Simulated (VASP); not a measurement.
# Mg12F in VASP: notebook

Runs on Mg12F. Level: PBEsol. Tasks: single point.

Everything below comes from runs of VASP 6.6.1. Logs are shortened: lines on timing, memory, paths and dates and some standing lists are left out, and cuts for length are marked.

**1. The cell of the first run**

The cell holds a slab with vacuum, 13 atoms: a = 6.420 Å, b = 6.420 Å, c = 18.213 Å, α = 90.00°, β = 90.00°, γ = 60.00°.

**2. Single point, PBEsol**

Input file INCAR:

```
SYSTEM = Mg12F
PREC = Accurate ; ENCUT = 520
EDIFF = 1E-6 ; ISMEAR = 0
SIGMA = 0.1 ; LREAL = .FALSE.
LASPH = .TRUE. ; NELM = 100
ALGO = Normal ; ISIF = 2
LWAVE = .FALSE. ; LCHARG = .TRUE.
GGA = PS ; LELF = .TRUE.
LVHAR = .TRUE. ; NBANDS = 28
```

Input file KPOINTS:

```
regular mesh
0
G
  4 4 1
  0 0 0
```

Input file POSCAR:

```
Mg12F
1.0
    6.4200000000      0.0000000000      0.0000000000
    3.2100000000      5.5598830000      0.0000000000
    0.0000000000      0.0000000000     18.2130400000
Mg F
12 1
Direct
    0.0000000000      0.0000000000      0.0549057159
    0.5000000000      0.0000000000      0.0549057159
   -0.0000000450      0.5000000899      0.0549057159
    0.4999999550      0.5000000899      0.0549057159
   -0.1713099929      0.3292044095      0.1941226725
    0.3290685830      0.3290603417      0.1937112640
   -0.1707584104      0.8291127709      0.1936997887
    0.3278489809      0.8280967423      0.1936950668
   -0.0100624942     -0.0125896534      0.3380812319
    0.4900186970     -0.0108962725      0.3287252430
   -0.0114675830      0.4894656956      0.3372313463
    0.4889617035      0.4894737893      0.3381388829
    1.1596540165      0.6490900978      0.3865194388
```

Potentials or basis: VASP PAW PBE potentials, release 64 (Mg, F).

Started as:

```sh
$ cat potpaw_PBE.64/Mg/POTCAR potpaw_PBE.64/F/POTCAR > POTCAR
$ mpirun -np 1 vasp_std > vasp.out
```

OUTCAR:

```text
SYSTEM = Mg12F
   PREC = Accurate
   ENCUT = 520
   EDIFF = 1E-6
   ISMEAR = 0
   LREAL = .FALSE.
   LASPH = .TRUE.
   NELM = 100
   ISIF = 2
   GGA = PS

 ion  position               nearest neighbor table
   1  0.000  0.000  0.055-   8 3.12   5 3.13   7 3.16   4 3.21   3 3.21   2 3.21   2 3.21   3 3.21
                             4 3.21
   2  0.500  0.000  0.055-   6 3.12   7 3.12   8 3.17   3 3.21   4 3.21   1 3.21   1 3.21   4 3.21
                             3 3.21
   3  1.000  0.500  0.055-   7 3.12   6 3.12   5 3.17   2 3.21   1 3.21   4 3.21   4 3.21   1 3.21
                             2 3.21
   4  0.500  0.500  0.055-   8 3.12   5 3.13   6 3.16   1 3.21   2 3.21   3 3.21   3 3.21   2 3.21
                             1 3.21
   5  0.829  0.329  0.194-   4 3.13   1 3.13  11 3.16   3 3.17   6 3.21   7 3.21   8 3.21   8 3.21
                             7 3.21   6 3.21  12 3.23   9 3.24
   6  0.329  0.329  0.194-  10 3.10   2 3.12   3 3.12   4 3.16  12 3.18   8 3.20   5 3.21   7 3.21
                             7 3.21   5 3.21   8 3.22  11 3.23
   7  0.829  0.829  0.194-  10 3.10   3 3.12   2 3.12   1 3.16   9 3.17   8 3.20   5 3.21   6 3.21
                             6 3.21   5 3.21   8 3.22  11 3.23
   8  0.328  0.828  0.194-  10 3.05   1 3.12   4 3.12   2 3.17   7 3.20   6 3.20   5 3.21   5 3.21
                             6 3.22   7 3.22   9 3.23  12 3.24
   9  0.990  0.987  0.338-  13 2.08   7 3.17  12 3.20  11 3.20  10 3.21  11 3.22  12 3.22  10 3.22
                             8 3.23   5 3.24
  10  0.490  0.989  0.329-   8 3.05   7 3.10   6 3.10  11 3.21   9 3.21  12 3.21  12 3.22  11 3.22
                             9 3.22
  11  0.989  0.489  0.337-  13 2.05   5 3.16   9 3.20  12 3.21  10 3.21  12 3.21   9 3.22  10 3.22
                             7 3.23   6 3.23
  12  0.489  0.489  0.338-  13 2.03   6 3.18   9 3.20  11 3.21  11 3.21  10 3.21  10 3.22   9 3.22
                             5 3.23   8 3.24
  13  0.160  0.649  0.387-  12 2.03  11 2.05   9 2.08

  LATTYP: Found a hexagonal cell.
 ALAT       =     6.4199999201
 C/A-ratio  =     2.8369221537

  Lattice vectors:

 A1 = (  -3.2100000000,  -5.5598830000,   0.0000000000)
 A2 = (   6.4200000000,   0.0000000000,   0.0000000000)
 A3 = (   0.0000000000,   0.0000000000,  18.2130400000)

Analysis of symmetry for initial positions (statically):
=====================================================================
 Subroutine PRICEL returns:
 Original cell was already a primitive cell.

 Routine SETGRP: Setting up the symmetry group for a
 hexagonal supercell.

 Subroutine GETGRP returns: Found  1 space group operations
 (whereof  1 operations were pure point group operations)
 out of a pool of 24 trial point group operations.
[... 138 lines left out ...]
   EFERMI_NEDOS =   21; number of points for ismear=-14 and -15
   IALGO  =     38    algorithm
   IMIX   =      4    mixing-type and parameters
     AMIX     =   0.40;   BMIX     =  1.00
     AMIX_MAG =   1.60;   BMIX_MAG =  1.00
  volume/ion in A,a.u.               =      50.01       337.47
  Fermi-wavevector in a.u.,A,eV,Ry     =   0.593655  1.121846  4.795055  0.352427
  Thomas-Fermi vector in A             =   1.642938
   LORBIT       =      0    0 simple, 1 ext, 2 COOP (PROOUT), +10 PAW based schemes
   GGA     = PS    functional components
   LHFCALC =     F    Hartree Fock is set to
   AEXX    =    0.0000 exact exchange contribution
   IVDW    =     0    specifies the selected vdW correction
   LEPSILON=     F    determine dielectric tensor
   LRPA    =     F    only Hartree local field effects (RPA)
 non-spin polarized calculation
 Gauss-broadening in eV      SIGMA  =   0.10
  energy-cutoff  :      520.00
  volume of cell :      650.10
 maximum number of plane-waves:     17580
   NGX = 23   NGY = 23   NGZ = 67

 number of electron      30.9999998 magnetization

 Free energy of the ion-electron system (eV)
  ---------------------------------------------------
  ext. energy  EPLUGINS =         0.00000000
  ---------------------------------------------------
  free energy    TOTEN  =       -24.64353370 eV

  energy without entropy =      -24.61723995  energy(sigma->0) =      -24.63038683

 E-fermi :  -0.8806     XC(G=0):  -4.5882

 val. band max:       -1.1215192882   @ k =   0.2500   0.2500   0.0000
 cond. band min:      -0.8790950505   @ k =   0.2500   0.2500   0.0000
 fundamental gap:      0.2424242377
 Fermi energy:        -0.8806069724

 k-point     1 :       0.0000    0.0000    0.0000
  band No.  band energies     occupation
      1     -26.1029      2.00000
      2      -8.2118      2.00000
      3      -8.1670      2.00000
      4      -7.8422      2.00000
      5      -7.0881      2.00000
      6      -5.7571      2.00000
[... 289 lines left out ...]
     26       2.3252      0.00000
     27       2.4838      0.00000
 [bands above 27 left out]

------------------------ aborting loop because EDIFF is reached ----------------------------------------

  FORCE on cell =-STRESS in cart. coord.  units (eV):
  Direction    XX          YY          ZZ          XY          YZ          ZX
  --------------------------------------------------------------------------------------
  -------------------------------------------------------------------------------------
  Total       -3.7025652     -3.6116254     -0.2173412     -0.0785482      0.3778411      0.4692923
  in kB       -9.1249432     -8.9008229     -0.5356356     -0.1935815      0.9311866      1.1565673
  external PRESSURE =      -6.1871339 kB  Pullay stress =       0.0000000 kB

 VOLUME and BASIS-vectors are now :
 -----------------------------------------------------------------------------
  energy-cutoff  :      520.00
  volume of cell :      650.10
      direct lattice vectors                 reciprocal lattice vectors
     6.420000000  0.000000000  0.000000000     0.155763240 -0.089929950  0.000000000
     3.210000000  5.559883000  0.000000000     0.000000000  0.179859900  0.000000000
     0.000000000  0.000000000 18.213040000     0.000000000  0.000000000  0.054905716

 POSITION                                       TOTAL-FORCE (eV/Angst)
 -----------------------------------------------------------------------------------
      0.00000      0.00000      1.00000        -0.020622     -0.033403      0.002331
      3.21000      0.00000      1.00000        -0.024768     -0.015207      0.041851
      8.02500      2.77994      1.00000         0.001679      0.000411     -0.007704
      4.81500      2.77994      1.00000        -0.040975     -0.000689     -0.000967
      6.37694      1.83034      3.53556        -0.003681     -0.005734     -0.002334
      3.16890      1.82954      3.52807        -0.006028     -0.003865     -0.000212
      7.98518      4.60977      3.52786        -0.005872     -0.003850     -0.000819
      4.76298      4.60412      3.52778        -0.006050     -0.003571     -0.005941
      9.52499      5.48989      6.15749         0.023694     -0.026287      0.006243
      6.32094      5.49930      5.98709         0.024248      0.008850     -0.011093
      7.91756      2.72137      6.14201         0.039583      0.003369      0.014124
      4.71035      2.72142      6.15854         0.040519     -0.013871     -0.026085
      3.10856      3.60887      7.03969        -0.021726      0.093847     -0.009393
 -----------------------------------------------------------------------------------
    total drift:                               -0.000003      0.000017      0.000557

  FREE ENERGIE OF THE ION-ELECTRON SYSTEM (eV)
  ---------------------------------------------------
  free  energy   TOTEN  =       -24.6435337048 eV

  energy  without entropy=      -24.6172399531  energy(sigma->0) =      -24.63038683
```

Run time: 6.8 min. Hardware: 1 thread of Oxide Virtual Turin-like, shared host; peak memory 0.66 GiB.

Results:

| Quantity | Value |
| --- | --- |
| Free energy | -24.6435 eV |
| Largest force | 0.097 eV/Å |
| Band gap on the k mesh | zero (an odd number of electrons rules out a gap without spin polarisation) |

Forces in eV/Å, atoms in the order of the input:
```
Mg  -0.021 -0.033  0.002
Mg  -0.025 -0.015  0.042
Mg   0.002  0.000 -0.008
Mg  -0.041 -0.001 -0.001
Mg  -0.004 -0.006 -0.002
Mg  -0.006 -0.004  0.000
Mg  -0.006 -0.004 -0.001
Mg  -0.006 -0.004 -0.006
Mg   0.024 -0.026  0.006
Mg   0.024  0.009 -0.011
Mg   0.040  0.003  0.014
Mg   0.041 -0.014 -0.026
F   -0.022  0.094 -0.009
```

Caveat: there is no dipole correction, which matters where the two faces differ; the PAW data sets were made with another functional, which shifts forces and pressure a little.

**3. Single point, PBEsol**

Input file INCAR:

```
SYSTEM = Mg12F
  PREC = Accurate
  ENCUT = 520
  EDIFF = 1E-7
  ISMEAR = 0
  SIGMA = 0.1
  LREAL = .False.
  LASPH = .True.
  NELM = 60
  ALGO = Normal
  ISIF = 2
  LWAVE = .False.
  LCHARG = .False.
  GGA = PS
  NBANDS = 28
```

Input file KPOINTS:

```
Automatic mesh
0
Gamma
  4 4 1
  0 0 0
```

Input file POSCAR:

```
Mg12F
1.0
    6.4200000000      0.0000000000      0.0000000000
    3.2100000000      5.5598830000      0.0000000000
    0.0000000000      0.0000000000     18.2130400000
Mg F
12 1
Direct
    0.0000000000      0.0000000000      0.0549057159
    0.5000000000      0.0000000000      0.0549057159
   -0.0000000450      0.5000000899      0.0549057159
    0.4999999550      0.5000000899      0.0549057159
   -0.1739089663      0.3393353781      0.1929106838
    0.3307645317      0.3305055160      0.1940347136
   -0.1686567978      0.8327858698      0.1934825268
    0.3263289612      0.8329333549      0.1936863917
   -0.0191790546      0.0159792931      0.3299382201
    0.4960802066     -0.0128585440      0.3310198078
   -0.0169675191      0.5050649447      0.3375763739
    0.4879294607      0.5048728543      0.3384934640
    1.2417054609      0.4901703867      0.3960401998
```

Potentials or basis: VASP PAW PBE potentials, release 64 (Mg, F).

Started as:

```sh
$ cat potpaw_PBE.64/Mg/POTCAR potpaw_PBE.64/F/POTCAR > POTCAR
$ mpirun -np 1 vasp_std > vasp.out
```

Wall time 7.1 min (1 thread of Oxide Virtual Turin-like, shared host); peak memory 0.67 GiB.

The run converged. Its results:

| Property | Result |
| --- | --- |
| Free energy | -24.4702 eV |
| Largest force | 0.064 eV/Å |
| Band gap on the k mesh | zero (an odd number of electrons rules out a gap without spin polarisation) |

Forces on the atoms (eV/Å):
```
Mg  -0.015  0.000  0.029
Mg  -0.016  0.000  0.008
Mg   0.024  0.002 -0.043
Mg  -0.052  0.004 -0.037
Mg  -0.003  0.013  0.001
Mg  -0.003  0.001  0.006
Mg  -0.001  0.001 -0.001
Mg  -0.008 -0.001 -0.005
Mg   0.012  0.006 -0.016
Mg   0.009 -0.003 -0.014
Mg   0.033  0.004  0.038
Mg  -0.006  0.006  0.023
F    0.026 -0.033  0.009
```

Levels at points of the mesh, in eV from the Fermi level:
| k point | band 12 | band 13 | band 14 | band 15 | band 16 | band 17 | band 18 | band 19 |
| --- | --- | --- | --- | --- | --- | --- | --- | --- |
| (0.00, 0.00, 0.00) | -1.60 | -1.47 | -0.72 | -0.71 | -0.61 | -0.36 | 0.03 | 0.11 |
| (0.50, 0.00, 0.00) | -1.66 | -1.42 | -1.08 | 0.39 | 0.42 | 0.60 | 0.99 | 1.72 |
| (0.50, 0.50, 0.00) | -1.66 | -1.42 | -1.08 | 0.39 | 0.42 | 0.61 | 0.99 | 1.71 |
| (0.00, 0.50, 0.00) | -1.63 | -1.47 | -1.05 | 0.38 | 0.46 | 0.55 | 1.22 | 1.70 |

Caveat: there is no dipole correction, which matters where the two faces differ; the PAW data sets were made with another functional, which shifts forces and pressure a little.

The gap in the log of VASP goes by the Fermi energy; the results here count the filled bands.